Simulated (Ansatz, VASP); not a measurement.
# Two plane-wave programs on CdTe

File INCAR:

```
ALGO = Normal
EDIFF = 1E-8
ENCUT = 520
GGA = PS
ISIF = 2
ISMEAR = -1
LASPH = True
LCHARG = False
LEFG = True
LREAL = False
LWAVE = False
NBANDS = 16
NELM = 100
PREC = Accurate
SIGMA = 0.08
```

Contents of KPOINTS:

```
k-points
0
Gamma
  10 10 10
```

The input POSCAR:

```
CdTe
1.0
    0.0000000000      3.2050000000      3.2050000000
    3.2050000000      0.0000000000      3.2050000000
    3.2050000000      3.2050000000      0.0000000000
Cd Te
1 1
Direct
    0.0000000000      0.0000000000      0.0000000000
    0.7500000000      0.7500000000      0.7500000000
```

Input for Ansatz:

```yaml
crystal:
  lattice:
    - [0.0, 3.205, 3.205]
    - [3.205, 0.0, 3.205]
    - [3.205, 3.205, 0.0]
  atoms:
    - { symbol: Cd, position: [0.0, 0.0, 0.0] }
    - { symbol: Te, position: [0.75, 0.75, 0.75] }
kpoints:
  mp_grid: { grid: [10, 10, 10] }
  band_path:
    path:
      - [0.0, 0.0, 0.0]
      - [-0.5, -0.5, 0.0]
      - [-0.375, -0.375, 0.25]
      - [-0.375, 0.0, 0.375]
      - [0.0, 0.0, 0.0]
      - [0.0, 0.0, 0.5]
      - [-0.5, -0.25, 0.25]
      - [-0.5, -0.5, 0.0]
    npoints: 5
scf:
  occupations: { method: fermi_dirac, width: 0.08 }
hamiltonian:
  xc: pbesol
  pseudopotentials: { kind: paw }
output:
  forces: true
  stress: true
  eigenvalues: true
  efg: { contact_densities: true }
```

Alike in both runs: task electric field gradients; functional PBEsol; k mesh 10 × 10 × 10; occupations fermi-dirac, width 0.08 eV; no spin polarisation.

```csv
,VASP,Ansatz
version,VASP 6.6.1,Ansatz 0.2.0
potentials or method,"VASP PAW PBE potentials, release 64 (Cd, Te)","PAW with Ansatz's default frozen-core files, scalar-relativistic"
plane-wave cutoff (eV),520,420
valence electrons in the cell,18,36
```

|  | VASP | Ansatz | Ansatz less VASP |
| --- | --- | --- | --- |
| pressure (GPa) | 1.8 | 1.7 | -0.18 |

VASP's potentials were made for PBE, not for PBEsol. VASP's potentials hold 18 valence electrons a cell and Ansatz's 36, so a difference there can come from the potentials and not from the codes.

Neither program's run includes spin-orbit coupling.
